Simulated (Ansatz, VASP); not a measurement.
# C in VASP and in Ansatz

```
CELL_PARAMETERS angstrom
0.00000 1.68013 1.76313
1.68013 0.00000 1.76313
1.68013 1.68013 0.00000
ATOMIC_POSITIONS crystal
C 0.50000 0.50000 0.50000
C 0.75000 0.75000 0.75000
```

Alike in both runs: task single point; functional LDA; k mesh 12 × 12 × 12; occupations gaussian, width 0.05 eV; no spin polarisation.

|  | VASP | Ansatz |
| --- | --- | --- |
| version | VASP 6.6.1 | Ansatz 0.2.0 |
| potentials or method | VASP PAW LDA potentials, release 64 (C), cutoff 520 eV | scalar-relativistic, plane waves, PAW |
| valence electrons in the cell | 8 | 8 |

|  | VASP | Ansatz | Ansatz less VASP |
| --- | --- | --- | --- |
| gap on the k mesh at the Fermi level (eV) | 3.80 | 3.81 | +0.009 |
| least direct gap on the mesh (eV) | 5.45 | 5.45 | -0.003 |

Ansatz warns that its potentials were made for another functional, while VASP's fit it. LDA's correlation is that of Perdew and Zunger in VASP and of Perdew and Wang (1992) in Ansatz.
